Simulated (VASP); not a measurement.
Ga, 2 atoms in the cell. The structure is monoclinic, space group C2/c (No. 15). Conventional cell: a = 2.747 Å, b = 7.999 Å, c = 3.310 Å, α = 90.00°, β = 92.02°, γ = 90.00°. Ga (site symmetry 2) has 10 Ga at 2.67 to 3.31 Å within 3.5 Å. 

| Item | Value |
| --- | --- |
| Program | VASP 6.6.1 |
| Task | single point |
| Functional | r2SCAN |
| Potentials or basis | VASP PAW PBE potentials, release 64 (Ga_d) |
| Cutoff | 520 eV |
| k mesh | 10 × 10 × 8 |
| Occupations | fermi-dirac, width 0.05 eV |
| Spin | no spin polarisation |
| Dipole correction | no |
| Further INCAR settings | ALGO = Normal; EDIFF = 1e-06; NBANDS = 20 |

Potentials or basis: VASP PAW PBE potentials, release 64 (Ga_d).

Launch:

```sh
$ cat potpaw_PBE.64/Ga_d/POTCAR > POTCAR
$ cp INCAR.step1 INCAR
$ mpirun -np 1 vasp_std > vasp.out
$ cp INCAR.step2 INCAR
$ mpirun -np 1 vasp_std > vasp.out
```

Hardware: 1 thread of Intel Xeon 8259CL (shared host).

Estimate the wall time of this run.

Run time: 13 min on 1 thread of Intel Xeon 8259CL (shared host), peak memory 0.27 GiB. Counts: k points 227.
